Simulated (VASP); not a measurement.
# Sb (Fm-3m) in VASP: notebook, part 3 of 3

VASP 6.6.1. The steps go on from the part before.

## 5. Electric field gradients, PBE (volume scaled by 1.04)

Input file INCAR:

```
  PREC = Accurate
  ENCUT = 520
  EDIFF = 1E-8
  ISMEAR = -1
  SIGMA = 0.05
  LREAL = F
  LASPH = T
  NELM = 60
  ALGO = Normal
  ISIF = 2
  LWAVE = F
  LCHARG = F
  GGA = PE
  LEFG = T
  NBANDS = 8
```

Input file KPOINTS:

```
regular mesh
0
Gamma
  12 12 12
```

Input file POSCAR:

```
Sb
1.0
    0.0000000000      2.3353324258      2.3353324258
    2.3353324258      0.0000000000      2.3353324258
    2.3353324258      2.3353324258      0.0000000000
Sb
1
Direct
    0.0000000000      0.0000000000      0.0000000000
```

Potentials or basis: VASP PAW PBE potentials, release 64 (Sb).

The run is started by

```bash
$ cat potpaw_PBE.64/Sb/POTCAR > POTCAR
$ mpirun -np 1 vasp_std > vasp.out
```

OUTCAR:

```text
PREC = Accurate
   ENCUT = 520
   EDIFF = 1E-8
   ISMEAR = -1
   LREAL = F
   LASPH = T
   NELM = 60
   ISIF = 2
   GGA = PE

 ion  position               nearest neighbor table
   1  0.000  0.000  0.000-

  LATTYP: Found a face centered cubic cell.
 ALAT       =     4.6706648516

  Lattice vectors:

 A1 = (   0.0000000000,   2.3353324258,   2.3353324258)
 A2 = (   2.3353324258,   0.0000000000,   2.3353324258)
 A3 = (   2.3353324258,   2.3353324258,   0.0000000000)

Analysis of symmetry for initial positions (statically):
=====================================================================
 Subroutine PRICEL returns:
 Original cell was already a primitive cell.

 Routine SETGRP: Setting up the symmetry group for a
 face centered cubic supercell.

 Subroutine GETGRP returns: Found 48 space group operations
[... 444 lines left out ...]
  external PRESSURE =      52.4458686 kB  Pullay stress =       0.0000000 kB

 VOLUME and BASIS-vectors are now :
 -----------------------------------------------------------------------------
  energy-cutoff  :      520.00
  volume of cell :       25.47
      direct lattice vectors                 reciprocal lattice vectors
     0.000000000  2.335332426  2.335332426    -0.214102281  0.214102281  0.214102281
     2.335332426  0.000000000  2.335332426     0.214102281 -0.214102281  0.214102281
     2.335332426  2.335332426  0.000000000     0.214102281  0.214102281 -0.214102281

 POSITION                                       TOTAL-FORCE (eV/Angst)
 -----------------------------------------------------------------------------------
      0.00000      0.00000      0.00000         0.000000      0.000000      0.000000
 -----------------------------------------------------------------------------------
    total drift:                                0.000000      0.000000      0.000000

  FREE ENERGIE OF THE ION-ELECTRON SYSTEM (eV)
  ---------------------------------------------------
  free  energy   TOTEN  =        -3.7919876324 eV

  energy  without entropy=       -3.7846662355  energy(sigma->0) =       -3.78832693

 Electric field gradients (V/A^2)
---------------------------------------------------------------------
 ion       V_xx      V_yy      V_zz      V_xy      V_xz      V_yz
---------------------------------------------------------------------
   1       0.000    -0.000     0.000     0.000     0.000     0.000
---------------------------------------------------------------------

 Electric field gradients after diagonalization (V/A^2)
 (convention: |V_zz| > |V_xx| > |V_yy|)
----------------------------------------------------------------------
 ion       V_xx      V_yy      V_zz     asymmetry (V_yy - V_xx)/ V_zz
----------------------------------------------------------------------
   1      -0.000    -0.000     0.000       0.000
----------------------------------------------------------------------

           NMR quadrupolar parameters

 Cq : quadrupolar parameter    Cq=e*Q*V_zz/h
 eta: asymmetry parameters     (V_yy - V_xx)/ V_zz
 Q  : nuclear electric quadrupole moment in mb (millibarn)
----------------------------------------------------------------------
 ion       Cq(MHz)       eta       Q (mb)
----------------------------------------------------------------------
   1       0.000       0.000       1.000
----------------------------------------------------------------------
```

stdout:

```text
POSCAR found type information on POSCAR Sb
 POSCAR found :  1 types and       1 ions
 scaLAPACK will be used
 LDA part: xc-table for (Slater+PW92), standard interpolation
 POSCAR, INCAR and KPOINTS ok, starting setup
 FFT: planning ... GRIDC
 FFT: planning ... GRID_SOFT
 FFT: planning ... GRID
 WAVECAR not read
 entering main loop
ion   1
```

Wall time 13 s (1 thread of Intel Xeon Platinum 8488C (Sapphire Rapids), shared host); peak memory 0.16 GiB.

What came out:

```yaml
Free_energy: -3.7920 eV
Pressure: 5.2 GPa
```

Caveat: without QUAD_EFG the Cq values of the log hold for a quadrupole moment of 1 mb, not for the nuclei; spin-orbit coupling is left out, which moves the levels of the heavy elements.

## 6. Electric field gradients, PBE (volume scaled by 1.025)

Input file INCAR:

```
SYSTEM = Sb
PREC = Accurate ; ENCUT = 520
EDIFF = 1E-8 ; ISMEAR = -1
SIGMA = 0.05 ; LREAL = .False.
LASPH = .True. ; NELM = 100
ALGO = Normal ; ISIF = 2
LWAVE = .False. ; LCHARG = .False.
GGA = PE ; LEFG = .True.
NBANDS = 8
```

Input file KPOINTS:

```
Automatic mesh
0
Gamma
  12 12 12
  0 0 0
```

Input file POSCAR:

```
Sb
1.0
    0.0000000000      2.3240504507      2.3240504507
    2.3240504507      0.0000000000      2.3240504507
    2.3240504507      2.3240504507      0.0000000000
Sb
1
Direct
    0.0000000000      0.0000000000      0.0000000000
```

Potentials or basis: VASP PAW PBE potentials, release 64 (Sb).

The run is started by

```bash
$ cat potpaw_PBE.64/Sb/POTCAR > POTCAR
$ mpirun -np 1 vasp_std > vasp.out
```

OUTCAR:

```text
SYSTEM = Sb
   PREC = Accurate
   ENCUT = 520
   EDIFF = 1E-8
   ISMEAR = -1
   LREAL = .False.
   LASPH = .True.
   NELM = 100
   ISIF = 2
   GGA = PE

 ion  position               nearest neighbor table
   1  0.000  0.000  0.000-

  LATTYP: Found a face centered cubic cell.
 ALAT       =     4.6481009014

  Lattice vectors:

 A1 = (   0.0000000000,   2.3240504507,   2.3240504507)
 A2 = (   2.3240504507,   0.0000000000,   2.3240504507)
 A3 = (   2.3240504507,   2.3240504507,   0.0000000000)

[... 467 lines left out ...]
    total drift:                                0.000000      0.000000      0.000000

  FREE ENERGIE OF THE ION-ELECTRON SYSTEM (eV)
  ---------------------------------------------------
  free  energy   TOTEN  =        -3.7786493612 eV

  energy  without entropy=       -3.7716097836  energy(sigma->0) =       -3.77512957

 Electric field gradients (V/A^2)
---------------------------------------------------------------------
 ion       V_xx      V_yy      V_zz      V_xy      V_xz      V_yz
---------------------------------------------------------------------
   1      -0.000     0.000     0.000    -0.000    -0.000    -0.000
---------------------------------------------------------------------

 Electric field gradients after diagonalization (V/A^2)
 (convention: |V_zz| > |V_xx| > |V_yy|)
----------------------------------------------------------------------
 ion       V_xx      V_yy      V_zz     asymmetry (V_yy - V_xx)/ V_zz
----------------------------------------------------------------------
   1       0.000     0.000    -0.000       0.000
----------------------------------------------------------------------

           NMR quadrupolar parameters

 Cq : quadrupolar parameter    Cq=e*Q*V_zz/h
 eta: asymmetry parameters     (V_yy - V_xx)/ V_zz
 Q  : nuclear electric quadrupole moment in mb (millibarn)
----------------------------------------------------------------------
 ion       Cq(MHz)       eta       Q (mb)
----------------------------------------------------------------------
   1      -0.000       0.000       1.000
----------------------------------------------------------------------
```

OSZICAR:

```text
N       E                     dE             d eps       ncg     rms          rms(c)
DAV:   1     0.433732807587E+01    0.43373E+01   -0.16999E+03  1168   0.411E+02
DAV:   2    -0.369883328081E+01   -0.80362E+01   -0.77885E+01  1688   0.518E+01
DAV:   3    -0.378340423151E+01   -0.84571E-01   -0.84104E-01  1376   0.586E+00
DAV:   4    -0.378364553852E+01   -0.24131E-03   -0.24131E-03  1896   0.380E-01
DAV:   5    -0.378364599439E+01   -0.45587E-06   -0.45526E-06  1416   0.902E-03    0.193E+00
DAV:   6    -0.378046810325E+01    0.31779E-02   -0.13173E-03  1480   0.196E-01    0.111E+00
DAV:   7    -0.377864637634E+01    0.18217E-02   -0.28845E-03  1344   0.290E-01    0.460E-02
DAV:   8    -0.377864968276E+01   -0.33064E-05   -0.35625E-05  1664   0.476E-02    0.627E-03
DAV:   9    -0.377864986496E+01   -0.18219E-06   -0.55108E-07  1672   0.584E-03    0.107E-03
DAV:  10    -0.377864952211E+01    0.34284E-06   -0.32228E-08  1568   0.106E-03    0.118E-03
DAV:  11    -0.377864930910E+01    0.21301E-06   -0.11135E-09  1344   0.295E-04    0.229E-04
DAV:  12    -0.377864935871E+01   -0.49607E-07   -0.94764E-11   920   0.563E-05    0.178E-05
DAV:  13    -0.377864936123E+01   -0.25218E-08   -0.42316E-12   744   0.153E-05
   1 F= -.37786494E+01 E0= -.37751296E+01  d E =-.703958E-02
```

It took 8.1 s on 1 thread of Intel Xeon Platinum 8488C (Sapphire Rapids), shared host; peak memory 0.14 GiB.

Results:

* Free energy: -3.7786 eV
* Pressure: 6.4 GPa

Levels at points of the mesh, in eV from the Fermi level:
| k point | band 1 | band 2 | band 3 | band 4 | band 5 | band 6 | band 7 |
| --- | --- | --- | --- | --- | --- | --- | --- |
| (0.00, 0.00, 0.00) | -13.55 | 5.80 | 5.80 | 5.80 | 10.13 | 10.13 | 10.13 |
| (0.50, 0.00, 0.00) | -9.39 | -6.33 | 3.93 | 3.93 | 8.59 | 9.22 | 9.22 |
| (0.50, 0.50, 0.00) | -7.56 | -5.37 | 0.34 | 0.34 | 4.16 | 4.52 | 17.92 |

Caveat: without QUAD_EFG the Cq values of the log hold for a quadrupole moment of 1 mb, not for the nuclei; spin-orbit coupling is left out, which moves the levels of the heavy elements.

## 7. The runs side by side

| cell | gap on the mesh (eV) | pressure (GPa) |
| --- | --- | --- |
| a = 3.249 Å, angles 60.0°, 1 atom | none | 9.5 |
| a = 3.271 Å, angles 60.0°, 1 atom | none | 7.7 |
| a = 3.303 Å, angles 60.0°, 1 atom | none | 5.2 |
| a = 3.287 Å, angles 60.0°, 1 atom | none | 6.4 |

Alike in all rows: task electric field gradients; level PBE; potentials or basis VASP PAW PBE potentials, release 64 (Sb); no spin polarisation; k mesh 12 × 12 × 12; cutoff (eV) 520; smearing fermi-dirac 0.05 eV.

Caveats: spin-orbit coupling is left out, which moves the levels of the heavy elements.

Total energies depend on the potentials used, so only differences within one code and one set of settings carry meaning.
